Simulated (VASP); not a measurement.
Ga3BAs4, 8 atoms in the cell. The structure is monoclinic, space group Cm (No. 8). The conventional cell has a = 12.766 Å, b = 3.845 Å, c = 6.703 Å, α = 90.00°, β = 99.59°, γ = 90.00°. B (site symmetry m) has 4 As at 2.09 to 2.26 Å within 2.8 Å. Within 3.2 Å of Ga (site symmetry m) lie 4 As at 2.43 to 2.52 Å. Ga (site symmetry m) has 4 As at 2.39 to 2.45 Å within 3.2 Å. Ga (site symmetry m) has 4 As at 2.39 to 2.45 Å within 3.2 Å. Within 3.0 Å of As (site symmetry m) lie 2 B at 2.26 Å and 2 Ga at 2.45 to 2.52 Å. Within 2.8 Å of As (site symmetry m) lie 1 B at 2.12 Å and 3 Ga at 2.45 to 2.46 Å. As (site symmetry m) has 1 B at 2.09 Å and 3 Ga at 2.41 to 2.42 Å within 2.8 Å. Within 3.2 Å of As (site symmetry m) lie 4 Ga at 2.39 to 2.43 Å. 

* Program: VASP 6.6.1
* Task: single point
* Functional: r2SCAN
* Potentials or basis: VASP PAW PBE potentials, release 64 (B, Ga_d, As)
* Cutoff: 520 eV
* k mesh: 8 × 8 × 4
* Occupations: gaussian, width 0.01 eV
* Spin: no spin polarisation
* Dipole correction: no
* Further INCAR settings: ALGO = Normal; EDIFF = 1e-06; NBANDS = 41

Potentials or basis: VASP PAW PBE potentials, release 64 (B, Ga_d, As).

Command:

```console
$ cat potpaw_PBE.64/B/POTCAR potpaw_PBE.64/Ga_d/POTCAR potpaw_PBE.64/As/POTCAR > POTCAR
$ cp INCAR.step1 INCAR
$ mpirun -np 1 vasp_std > vasp.out
$ cp INCAR.step2 INCAR
$ mpirun -np 1 vasp_std > vasp.out
```

Hardware: 1 thread of AMD EPYC 9R45 96-Core Processor (Zen 5) (shared host).

Task: How long does it take, and how much memory?

Result: Run time: 25 min on 1 thread of AMD EPYC 9R45 96-Core Processor (Zen 5), on a shared host, peak memory 0.65 GiB. Counts: k points 78.
